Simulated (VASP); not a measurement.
# CuI (P4/mmm) in VASP: notebook, part 2 of 2

VASP 6.6.1. The steps go on from the part before.

## 3. Single point, PBE

Input file INCAR:

```
SYSTEM = CuI
  PREC = Accurate
  ENCUT = 520
  EDIFF = 1E-6
  ISMEAR = 0
  SIGMA = 0.1
  LREAL = .False.
  LASPH = .True.
  NELM = 100
  ALGO = Normal
  ISIF = 2
  LWAVE = .False.
  LCHARG = .False.
  GGA = PE
  NBANDS = 16
```

Input file KPOINTS:

```
regular mesh
0
Gamma
  16 16 16
  0 0 0
```

Input file POSCAR:

```
CuI
1.0
    3.6535006242      0.0000000000      0.0000000000
    0.0000000000      3.6535006242      0.0000000000
    0.0000000000      0.0000000000      3.6507605873
Cu I
1 1
Direct
    0.5000000000      0.5000000000      0.5000000000
    0.0000000000      0.0000000000      0.0000000000
```

Potentials or basis: VASP PAW PBE potentials, release 64 (Cu, I).

The run is started by

```sh
cat potpaw_PBE.64/Cu/POTCAR potpaw_PBE.64/I/POTCAR > POTCAR
mpirun -np 1 vasp_std > vasp.out
```

OUTCAR:

```text
SYSTEM = CuI
   PREC = Accurate
   ENCUT = 520
   EDIFF = 1E-6
   ISMEAR = 0
   LREAL = .False.
   LASPH = .True.
   NELM = 100
   ISIF = 2
   GGA = PE

 ion  position               nearest neighbor table
   1  0.500  0.500  0.500-   2 3.16   2 3.16   2 3.16   2 3.16   2 3.16   2 3.16   2 3.16   2 3.16

   2  0.000  0.000  0.000-   1 3.16   1 3.16   1 3.16   1 3.16   1 3.16   1 3.16   1 3.16   1 3.16

  LATTYP: Found a simple tetragonal cell.
 ALAT       =     3.6535006242
 C/A-ratio  =     0.9992500242

  Lattice vectors:

 A1 = (   3.6535006242,   0.0000000000,   0.0000000000)
 A2 = (   0.0000000000,   3.6535006242,   0.0000000000)
 A3 = (   0.0000000000,   0.0000000000,   3.6507605873)

Analysis of symmetry for initial positions (statically):
=====================================================================
 Subroutine PRICEL returns:
 Original cell was already a primitive cell.

 Routine SETGRP: Setting up the symmetry group for a
 simple tetragonal supercell.

 Subroutine GETGRP returns: Found 16 space group operations
 (whereof 16 operations were pure point group operations)
 out of a pool of 16 trial point group operations.

The static configuration has the point symmetry D_4h.

[... 163 lines left out ...]
 val. band max:        5.6265456409   @ k =   0.5000   0.0625   0.0625
 cond. band min:       5.6319896696   @ k =   0.4375   0.4375   0.1250
 fundamental gap:      0.0054440287
 Fermi energy:         5.6272206987

 k-point     1 :       0.0000    0.0000    0.0000
  band No.  band energies     occupation
      1      -8.1354      2.00000
      2       3.7024      2.00000
      3       3.7028      2.00000
      4       4.1116      2.00000
      5       4.1116      2.00000
      6       4.1145      2.00000
[... 433 lines left out ...]
      3       3.1605      2.00000
      4       3.4766      2.00000
      5       3.8192      2.00000
      6       4.1082      2.00000
[... 8 lines left out ...]
     15      16.4705      0.00000
     16      18.2295      0.00000

 [... further k-points ...]

------------------------ aborting loop because EDIFF is reached ----------------------------------------

  FORCE on cell =-STRESS in cart. coord.  units (eV):
  Direction    XX          YY          ZZ          XY          YZ          ZX
  --------------------------------------------------------------------------------------
  -------------------------------------------------------------------------------------
  Total        0.0158248      0.0158248      0.0272269      0.0000000      0.0000000     -0.0000000
  in kB        0.5202934      0.5202934      0.8951726      0.0000000      0.0000000     -0.0000000
  external PRESSURE =       0.6452532 kB  Pullay stress =       0.0000000 kB

 VOLUME and BASIS-vectors are now :
 -----------------------------------------------------------------------------
  energy-cutoff  :      520.00
  volume of cell :       48.73
      direct lattice vectors                 reciprocal lattice vectors
     3.653500624  0.000000000  0.000000000     0.273710094  0.000000000  0.000000000
     0.000000000  3.653500624  0.000000000     0.000000000  0.273710094  0.000000000
     0.000000000  0.000000000  3.650760587     0.000000000  0.000000000  0.273915524

 POSITION                                       TOTAL-FORCE (eV/Angst)
 -----------------------------------------------------------------------------------
      1.82675      1.82675      1.82538         0.000000      0.000000      0.000000
      0.00000      0.00000      0.00000         0.000000      0.000000      0.000000
 -----------------------------------------------------------------------------------
    total drift:                                0.000000      0.000000      0.000000

  FREE ENERGIE OF THE ION-ELECTRON SYSTEM (eV)
  ---------------------------------------------------
  free  energy   TOTEN  =        -4.1402253500 eV

  energy  without entropy=       -4.1346710452  energy(sigma->0) =       -4.13744820
```

stdout:

```text
POSCAR found type information on POSCAR CuI
 POSCAR found :  2 types and       2 ions
 scaLAPACK will be used
 LDA part: xc-table for (Slater+PW92), standard interpolation
 POSCAR, INCAR and KPOINTS ok, starting setup
 FFT: planning ... GRIDC
 FFT: planning ... GRID_SOFT
 FFT: planning ... GRID
 WAVECAR not read
 entering main loop
```

Wall time 2.8 min (1 thread of AMD EPYC 7R43 (Zen 3), shared host); peak memory 0.39 GiB.

Results:

- Free energy: -4.1402 eV
- Pressure: 0.1 GPa
- Band gap on the k mesh: zero (band 9 reaches 5.72 eV, above the bottom of band 10 at 5.31 eV)

Caveat: spin-orbit coupling is left out, which moves the levels of the heavy elements; semilocal functionals often make such compounds metallic where correlation or magnetic order opens a gap, which also shifts bond lengths.

## 4. Single point, PBE

Input file INCAR:

```
SYSTEM = CuI
PREC = Accurate ; ENCUT = 520
EDIFF = 1E-7 ; ISMEAR = 0
SIGMA = 0.1 ; LREAL = .FALSE.
LASPH = .TRUE. ; NELM = 100
ALGO = Normal ; ISIF = 2
LWAVE = .FALSE. ; LCHARG = .FALSE.
GGA = PE ; NBANDS = 16
```

Input file KPOINTS:

```
regular mesh
0
G
  16 16 12
  0 0 0
```

POSCAR is that of step 3.

Potentials or basis: VASP PAW PBE potentials, release 64 (Cu, I).

The run is started by

```sh
cat potpaw_PBE.64/Cu/POTCAR potpaw_PBE.64/I/POTCAR > POTCAR
mpirun -np 1 vasp_std > vasp.out
```

OUTCAR:

```text
SYSTEM = CuI
   PREC = Accurate
   ENCUT = 520
   EDIFF = 1E-7
   ISMEAR = 0
   LREAL = .FALSE.
   LASPH = .TRUE.
   NELM = 100
   ISIF = 2
   GGA = PE

 ion  position               nearest neighbor table
   1  0.500  0.500  0.500-   2 3.16   2 3.16   2 3.16   2 3.16   2 3.16   2 3.16   2 3.16   2 3.16

   2  0.000  0.000  0.000-   1 3.16   1 3.16   1 3.16   1 3.16   1 3.16   1 3.16   1 3.16   1 3.16

  LATTYP: Found a simple tetragonal cell.
 ALAT       =     3.6535006242
 C/A-ratio  =     0.9992500242

  Lattice vectors:

 A1 = (   3.6535006242,   0.0000000000,   0.0000000000)
 A2 = (   0.0000000000,   3.6535006242,   0.0000000000)
 A3 = (   0.0000000000,   0.0000000000,   3.6507605873)

Analysis of symmetry for initial positions (statically):
=====================================================================
 Subroutine PRICEL returns:
 Original cell was already a primitive cell.

 Routine SETGRP: Setting up the symmetry group for a
 simple tetragonal supercell.

 Subroutine GETGRP returns: Found 16 space group operations
 (whereof 16 operations were pure point group operations)
 out of a pool of 16 trial point group operations.

The static configuration has the point symmetry D_4h.

Analysis of symmetry for dynamics (positions and initial velocities):
=====================================================================
 Subroutine PRICEL returns:
 Original cell was already a primitive cell.

 Routine SETGRP: Setting up the symmetry group for a
 simple tetragonal supercell.

 Subroutine GETGRP returns: Found 16 space group operations
 (whereof 16 operations were pure point group operations)
 out of a pool of 16 trial point group operations.

The dynamic configuration has the point symmetry D_4h.

 Subroutine INISYM returns: Found 16 space group operations
 (whereof 16 operations are pure point group operations),
 and found     1 'primitive' translations

----------------------------------------------------------------------------------------

                                     Primitive cell

[... 112 lines left out ...]
  Fermi-wavevector in a.u.,A,eV,Ry     =   1.174623  2.219715 18.772485  1.379739
  Thomas-Fermi vector in A             =   2.311017
   LORBIT       =      0    0 simple, 1 ext, 2 COOP (PROOUT), +10 PAW based schemes
   GGA     = PE    functional components
   LHFCALC =     F    Hartree Fock is set to
   AEXX    =    0.0000 exact exchange contribution
   IVDW    =     0    specifies the selected vdW correction
   LEPSILON=     F    determine dielectric tensor
   LRPA    =     F    only Hartree local field effects (RPA)
 non-spin polarized calculation
 Gauss-broadening in eV      SIGMA  =   0.10
  energy-cutoff  :      520.00
  volume of cell :       48.73
 maximum number of plane-waves:      1357
 NGX is ok and might be reduce to    28
   NGX = 13   NGY = 13   NGZ = 13

 number of electron      18.0000012 magnetization

 Free energy of the ion-electron system (eV)
  ---------------------------------------------------
  ext. energy  EPLUGINS =         0.00000000
  ---------------------------------------------------
  free energy    TOTEN  =        -4.14018725 eV

  energy without entropy =       -4.13445643  energy(sigma->0) =       -4.13732184

 E-fermi :   5.6299     XC(G=0):  -9.9429

 val. band max:        5.6276397388   @ k =   0.4375   0.0000   0.1667
 cond. band min:       5.6395506232   @ k =   0.4375   0.1875   0.5000
 fundamental gap:      0.0119108844
 Fermi energy:         5.6298677167

 k-point     1 :       0.0000    0.0000    0.0000
  band No.  band energies     occupation
      1      -8.1358      2.00000
      2       3.7023      2.00000
      3       3.7030      2.00000
      4       4.1116      2.00000
      5       4.1116      2.00000
      6       4.1147      2.00000
[... 433 lines left out ...]
      3       3.1606      2.00000
      4       3.4763      2.00000
      5       3.8191      2.00000
      6       4.1081      2.00000
[... 8 lines left out ...]
     15      16.4706      0.00000
     16      18.2292      0.00000

 [... further k-points ...]

------------------------ aborting loop because EDIFF is reached ----------------------------------------

  FORCE on cell =-STRESS in cart. coord.  units (eV):
  Direction    XX          YY          ZZ          XY          YZ          ZX
  --------------------------------------------------------------------------------------
  -------------------------------------------------------------------------------------
  Total        0.0255305      0.0255305      0.0202998      0.0000000      0.0000000      0.0000000
  in kB        0.8394000      0.8394000      0.6674209      0.0000000      0.0000000      0.0000000
  external PRESSURE =       0.7820737 kB  Pullay stress =       0.0000000 kB

 VOLUME and BASIS-vectors are now :
 -----------------------------------------------------------------------------
  energy-cutoff  :      520.00
  volume of cell :       48.73
      direct lattice vectors                 reciprocal lattice vectors
     3.653500624  0.000000000  0.000000000     0.273710094  0.000000000  0.000000000
     0.000000000  3.653500624  0.000000000     0.000000000  0.273710094  0.000000000
     0.000000000  0.000000000  3.650760587     0.000000000  0.000000000  0.273915524

 POSITION                                       TOTAL-FORCE (eV/Angst)
 -----------------------------------------------------------------------------------
      1.82675      1.82675      1.82538         0.000000      0.000000      0.000000
      0.00000      0.00000      0.00000         0.000000      0.000000      0.000000
 -----------------------------------------------------------------------------------
    total drift:                                0.000000      0.000000      0.000000

  FREE ENERGIE OF THE ION-ELECTRON SYSTEM (eV)
  ---------------------------------------------------
  free  energy   TOTEN  =        -4.1401872463 eV

  energy  without entropy=       -4.1344564342  energy(sigma->0) =       -4.13732184
```

stdout:

```text
POSCAR found type information on POSCAR CuI
 POSCAR found :  2 types and       2 ions
 scaLAPACK will be used
 LDA part: xc-table for (Slater+PW92), standard interpolation
 POSCAR, INCAR and KPOINTS ok, starting setup
 FFT: planning ... GRIDC
 FFT: planning ... GRID_SOFT
 FFT: planning ... GRID
 WAVECAR not read
 entering main loop
```

It took 3.4 min on 1 thread of AMD EPYC 7R13 (Zen 3), shared host; peak memory 0.33 GiB.

What came out:

* Free energy: -4.1402 eV
* Pressure: 0.1 GPa
* Band gap on the k mesh: zero (band 9 reaches 5.72 eV, above the bottom of band 10 at 5.31 eV)

Levels at points of the mesh, in eV from the Fermi level:
| k point | band 5 | band 6 | band 7 | band 8 | band 9 | band 10 | band 11 | band 12 | band 13 | band 14 |
| --- | --- | --- | --- | --- | --- | --- | --- | --- | --- | --- |
| (0.00, 0.00, 0.00) | -1.52 | -1.52 | -1.52 | -1.52 | -1.51 | -0.32 | 5.53 | 5.54 | 10.24 | 10.24 |
| (0.50, 0.00, 0.00) | -1.83 | -1.50 | -1.36 | 0.09 | 0.09 | 3.51 | 3.98 | 6.37 | 6.38 | 6.45 |
| (0.50, 0.50, 0.00) | -1.65 | -1.65 | -1.55 | -1.37 | -0.32 | -0.19 | 7.34 | 7.34 | 7.68 | 9.18 |
| (0.00, 0.00, 0.50) | -1.83 | -1.50 | -1.36 | 0.09 | 0.09 | 3.51 | 3.98 | 6.37 | 6.37 | 6.45 |
| (0.50, 0.00, 0.50) | -1.65 | -1.65 | -1.55 | -1.37 | -0.32 | -0.19 | 7.33 | 7.33 | 7.68 | 9.17 |
| (0.50, 0.50, 0.50) | -1.37 | -1.37 | -0.69 | -0.68 | -0.68 | 1.85 | 1.85 | 1.85 | 2.02 | 16.85 |

Caveat: spin-orbit coupling is left out, which moves the levels of the heavy elements; semilocal functionals often make such compounds metallic where correlation or magnetic order opens a gap, which also shifts bond lengths.
